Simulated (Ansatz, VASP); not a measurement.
# AlPt: VASP beside Ansatz

File INCAR:

```
PREC = Accurate
ENCUT = 500
EDIFF = 1E-7
ISMEAR = -1
SIGMA = 0.05
LREAL = False
LASPH = True
NELM = 120
ALGO = Normal
ISIF = 3
LWAVE = False
LCHARG = False
GGA = PS
IBRION = 2
NSW = 32
EDIFFG = -0.005
GGA_COMPAT = False
NELMIN = 4
```

KPOINTS

```
regular mesh
0
Gamma
  13 13 13
```

POSCAR

```
AlPt
1.0
    3.0604204936      0.0000000000      0.0000000000
    0.0000000000      3.0604204936      0.0000000000
    0.0000000000      0.0000000000      3.0604204936
Al Pt
1 1
Direct
    0.0000000000      0.0000000000      0.0000000000
    0.5000000000      0.5000000000      0.5000000000
```

Input for Ansatz:

```yaml
crystal:
  lattice:
    - [3.0604204936, 0.0, 0.0]
    - [0.0, 3.0604204936, 0.0]
    - [0.0, 0.0, 3.0604204936]
  atoms:
    - { symbol: Al, position: [0.0, 0.0, 0.0] }
    - { symbol: Pt, position: [0.5, 0.5, 0.5] }
kpoints:
  mp_grid: { grid: [13, 13, 13] }
scf:
  occupations: { method: fermi_dirac, width: 0.05 }
hamiltonian:
  xc: pbesol
  pseudopotentials: { kind: all_electron, lapw: { basis_error: 0.0005 } }
output:
  forces: true
  stress: true
  eigenvalues: true
relax:
  f_tol: 0.005
  max_steps: 12
  cell: {}
```

Alike in both runs: task relaxation of cell and atoms; functional PBEsol; k mesh 13 × 13 × 13; occupations fermi-dirac, width 0.05 eV; no spin polarisation.

|  | VASP | Ansatz |
| --- | --- | --- |
| version | VASP 6.6.1 | Ansatz 0.2.0 |
| potentials or method | VASP PAW PBE potentials, release 64 (Al, Pt), cutoff 500 eV | all-electron LAPW, scalar-relativistic |

|  | VASP | Ansatz | Ansatz less VASP |
| --- | --- | --- | --- |
| relaxed volume (Å³/atom) | 14.33 | 14.33 | +0.005 |
| relaxed cell length with the largest relative difference (Å) | 3.060 | 3.060 | +0.0003 |

VASP's potentials were made for PBE, not for PBEsol. Ansatz ran all-electron here, and VASP with PAW potentials.

Neither program's run includes spin-orbit coupling.
